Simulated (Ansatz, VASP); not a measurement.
**Two plane-wave programs on NaCl**

```xyz
10
Lattice="3.9829 0.0000 0.0000 -1.9914 3.4493 0.0000 0.0000 0.0000 16.9982" Properties=species:S:1:pos:R:3 pbc="T T T"
Na    0.0000    0.0000    0.0848
Na    0.0000    2.2995    3.3996
Na    1.9914    1.1498    6.7145
Na    0.0000    0.0000   10.1350
Na    1.9914    1.1498   13.6625
Cl    1.9914    1.1498    1.7423
Cl    0.0000    0.0000    5.0570
Cl    0.0000    2.2995    8.3739
Cl    0.0000    2.2995   11.8988
Cl    0.0000    2.2995   15.4236
```

Alike in both runs: functional PBE; k mesh 9 × 9 × 3; occupations gaussian, width 0.02 eV; no spin polarisation.

Ansatz relaxed the structure, and its values are those at the end. VASP's run is a single point on that final structure, the one shown.

|  | VASP | Ansatz |
| --- | --- | --- |
| version | VASP 6.6.1 | Ansatz 0.2.0 |
| potentials or method | VASP PAW PBE potentials, release 64 (Na_pv, Cl), cutoff 500 eV | scalar-relativistic, plane waves, PAW |
| valence electrons in the cell | 70 | 80 |

|  | VASP | Ansatz | Ansatz less VASP |
| --- | --- | --- | --- |
| gap on the k mesh at the Fermi level (eV) | 4.75 | 4.75 | 0.000 |
| least direct gap on the mesh (eV) | 4.75 | 4.75 | 0.000 |
| pressure (GPa) | 0.0 | 0.0 | +0.06 |

VASP's potentials hold 70 valence electrons a cell and Ansatz's 80, so a difference there can come from the potentials and not from the codes.
